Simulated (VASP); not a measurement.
Runs of VASP 6.6.1 on BP. The structure is that of space group F-43m (No. 216), or close to it. The cells are those of the table. 

| cell | gap on the mesh (eV) | pressure (GPa) |
| --- | --- | --- |
| a = 3.165 Å, angles 60.0°, 2 atoms | 1.17 | 1.5 |
| a = 3.230 Å, angles 60.0°, 2 atoms | 1.24 | (b) |
| a = 3.251 Å, angles 60.0°, 2 atoms | 1.26 | -10.9 |
| a = 3.143 Å, angles 60.0°, 2 atoms | 1.15 | 5.5 |
| a = 3.209 Å, angles 60.0°, 2 atoms | (c) | (a) |

Alike in all rows: task single point; level LDA; potentials or basis VASP PAW LDA potentials, release 64 (B, P); no spin polarisation; k mesh 8 × 8 × 8; cutoff (eV) 520; smearing gaussian 0.01 eV.

Fill in the values left out.

(a) -5.3; (b) -8.3; (c) 1.22.

A k mesh can miss the band edges.
